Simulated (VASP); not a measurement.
SnS2: single point with HSE06

Crystal: SnS2.

```
Sn S
1.0
     3.69736    0.00000    0.00000
    -1.84868    3.20201    0.00000
     0.00000    0.00000    5.91548
Sn S
1 2
Direct
  0.00000 0.00000 0.00000
  0.33333 0.66667 0.24542
  0.66667 0.33333 0.75458
```

This cell differs from its parent crystal: epitaxial xy strain +1.0%.

```yaml
Program: VASP 6.6.1
Task: single point
Functional: HSE06
Potentials_or_basis: VASP PAW PBE potentials, release 64 (Sn_d, S)
Cutoff: 400 eV
k_mesh: 6 × 6 × 4
Occupations: gaussian, width 0.01 eV
Spin: no spin polarisation
```

```
Pressure               : -1.3 GPa
Largest force          : 0.277 eV/Å
Band gap on the k mesh : 2.27 eV (least direct gap 2.67 eV)
```

Forces on the atoms (eV/Å):
```
Sn   0.000  0.000  0.000
S    0.000  0.000 -0.277
S    0.000  0.000  0.277
```

Stress tensor (GPa, compression positive):
```
-1.87  0.00  0.00
 0.00 -1.87  0.00
 0.00  0.00 -0.25
```

Levels at points of the mesh, in eV from the valence-band top:
| k point | band 9 | band 10 | band 11 | band 12 | band 13 | band 14 | band 15 | band 16 | band 17 | band 18 |
| --- | --- | --- | --- | --- | --- | --- | --- | --- | --- | --- |
| (0.00, 0.00, 0.00) | -0.77 | -0.77 | -0.44 | -0.44 | 0.00 | 2.67 | 4.44 | 6.38 | 6.38 | 10.12 |
| (0.50, 0.00, 0.00) | -4.63 | -2.84 | -2.79 | -0.97 | -0.32 | 2.44 | 5.45 | 7.03 | 7.29 | 8.97 |
| (0.00, 0.00, 0.50) | -1.90 | -0.85 | -0.85 | -0.31 | -0.31 | 3.79 | 4.51 | 6.12 | 6.12 | 10.04 |
| (0.50, 0.00, 0.50) | -5.09 | -2.63 | -1.92 | -0.76 | -0.65 | 2.32 | 5.70 | 6.75 | 7.48 | 8.13 |

Wall time 14 min on 4 MPI ranks on Intel(R) Xeon(R) Platinum 8375C CPU @ 2.90GHz (Ice Lake) (shared host), peak memory 0.27 GiB a rank.

Caveat: the cell differs from its parent crystal (epitaxial xy strain +1.0%); the PAW data sets were made with another functional, which shifts forces and pressure a little; spin-orbit coupling is left out, which moves the levels of the heavy elements; this functional lacks dispersion, which binds the layers, so the pressure and a relaxed spacing across them are unreliable. A k mesh can miss the band edges.
